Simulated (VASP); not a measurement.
CaTl2Sb2, 5 atoms in the cell. Symmetry: P-3m1, No. 164, trigonal system. Conventional cell: a = 5.200 Å, b = 5.200 Å, c = 7.148 Å, α = 90.00°, β = 90.00°, γ = 120.00°. Tl (site symmetry 3m) has 5 Sb at 3.22 to 3.93 Å and 3 Tl at 3.64 Å and 3 Ca at 3.93 Å within 4.2 Å. Ca (site symmetry -3m) has 6 Sb at 3.31 Å and 6 Tl at 3.93 Å within 4.3 Å. Sb (site symmetry 3m) has 5 Tl at 3.22 to 3.93 Å and 3 Ca at 3.31 Å and 3 Sb at 4.08 Å within 4.2 Å. 

```yaml
Program: VASP 6.6.1
Task: single point
Functional: PBE
Potentials_or_basis: VASP PAW PBE potentials, release 64 (Tl_d, Ca_sv, Sb)
Cutoff: 520 eV
k_mesh: 6 × 6 × 4
Occupations: fermi-dirac, width 0.0168 eV
Spin: no spin polarisation
Dipole_correction: no
Further_INCAR_settings: ALGO = Normal; EDIFF = 1e-07; NBANDS = 31
```

Potentials or basis: VASP PAW PBE potentials, release 64 (Tl_d, Ca_sv, Sb).

The run is started by

```bash
$ cat potpaw_PBE.64/Tl_d/POTCAR potpaw_PBE.64/Ca_sv/POTCAR potpaw_PBE.64/Sb/POTCAR > POTCAR
$ mpirun -np 1 vasp_std > vasp.out
```

Hardware: 1 thread of Intel(R) Xeon(R) Platinum 8559C (Emerald Rapids), on a shared host.

Estimate the wall time of this run.

Run time: 83 s on 1 thread of Intel(R) Xeon(R) Platinum 8559C (Emerald Rapids), on a shared host, peak memory 0.35 GiB. Counts: scf iterations 16, k points 24.
